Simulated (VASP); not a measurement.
Wanted: the native input for a VASP 6.6.1 run.

```yaml
Task: single point
Functional: PBE
Potentials_or_basis: VASP PAW PBE potentials, release 64 (Ti_sv, Co)
Cutoff: 520 eV
k_mesh: 14 × 14 × 14
Occupations: gaussian, width 0.1 eV
Spin: collinear spin, ferromagnetic start
Starting_moments: "[0.0, 1.09] μB"
Dipole_correction: no
Further_INCAR_settings: ALGO = Normal; EDIFF = 1e-06; NBANDS = 22
```

The structure of TiCo lies in POSCAR:

```
TiCo
1.0
    2.9793179750      0.0000000000      0.0000000000
    0.0000000000      2.9793179750      0.0000000000
    0.0000000000      0.0000000000      2.9793179750
Ti Co
1 1
Direct
    0.0000000000      0.0000000000      0.0000000000
    0.5000000000      0.5000000000      0.5000000000
```

One way to write it, as run:

INCAR

```
PREC = Accurate ; ENCUT = 520
EDIFF = 1E-6 ; ISMEAR = 0
SIGMA = 0.1 ; LREAL = F
LASPH = T ; NELM = 150
ALGO = Normal ; ISIF = 2
LWAVE = F ; LCHARG = F
ISPIN = 2 ; MAGMOM = 0 1.09
LORBIT = 11 ; LMAXMIX = 4
GGA = PE ; NBANDS = 22
```

KPOINTS

```
Automatic mesh
0
Gamma
  14 14 14
```

Potentials or basis: VASP PAW PBE potentials, release 64 (Ti_sv, Co).

Run with:

```bash
$ cat potpaw_PBE.64/Ti_sv/POTCAR potpaw_PBE.64/Co/POTCAR > POTCAR
$ mpirun -np 1 vasp_std > vasp.out
```

Results of the run:

```
Pressure                                              : 0.5 GPa
Net moment                                            : 0.87 μB per cell
Site moments                                          : Ti -0.03; Co +0.94 μB
Valence electrons inside the program's atomic spheres : Ti 10.30; Co 8.30
```

Run time: 45 s on 1 thread of Intel(R) Xeon(R) 6975P-C (Granite Rapids), on a shared host, peak memory 0.23 GiB.
